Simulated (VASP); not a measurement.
The system is TaN.

```xyz
6
Lattice="5.2085 0.0000 0.0000 -2.6042 4.5107 0.0000 0.0000 0.0000 2.9147" Properties=species:S:1:pos:R:3 pbc="T T T"
Ta    0.0000    0.0000    0.0000
Ta    0.0000    3.0071    1.4574
Ta    2.6042    1.5036    1.4574
N     2.0438    0.0000    0.0000
N     1.5824    2.7407    0.0000
N    -1.0219    1.7700    0.0000
```

| Property | Result |
| --- | --- |
| Program | VASP 6.6.1 |
| Task | relaxation of cell and atoms |
| Functional | LDA |
| Potentials or basis | VASP PAW LDA potentials, release 64 (Ta_sv_GW, N) |
| Cutoff | 700 eV |
| k mesh | 6 × 6 × 6 |
| Occupations | gaussian, width 0.1 eV |
| Spin | no spin polarisation |

At the start: pressure -10.9 GPa; volume 11.41 Å³/atom.

Question: Where does the relaxation end?

Answer: Over 7 steps the energy falls by 13.4 meV/atom and the volume is 11.03 Å³/atom (-3.3 %); space group P-62m (No. 189, to 0.1 Å) before and after.

Step by step:
```
step  energy change (eV)  largest force (eV/Å)  pressure (GPa)  volume (Å³)
   1              0.0000                0.0116          -10.87        68.48
   2              0.4393                0.4270           34.26        61.08
   3             -0.0794                0.1122           -0.30        66.31
   4             -0.0795                0.1158            0.00        66.25
   5             -0.0795                0.1182            0.25        66.21
   6             -0.0804                0.0071            0.18        66.20
   7             -0.0806                0.0234            0.20        66.21
```

Final structure:
```cif
data_structure
_symmetry_space_group_name_H-M 'P 1'
_symmetry_Int_Tables_number 1
_cell_length_a 5.1602
_cell_length_b 5.1602
_cell_length_c 2.8709
_cell_angle_alpha 90.000
_cell_angle_beta 90.000
_cell_angle_gamma 120.000
_cell_volume 66.21
loop_
_atom_site_label
_atom_site_type_symbol
_atom_site_fract_x
_atom_site_fract_y
_atom_site_fract_z
_atom_site_occupancy
Ta1 Ta 0.00000 0.00000 0.00000 1
Ta2 Ta 0.33333 0.66667 0.50000 1
Ta3 Ta 0.66667 0.33333 0.50000 1
N1 N 0.39308 0.00000 0.00000 1
N2 N 0.60692 0.60692 0.00000 1
N3 N 0.00000 0.39308 0.00000 1
```

Caveat: the relaxation stopped at a loose force limit of 0.05 eV/Å, so its end isn't a converged minimum.
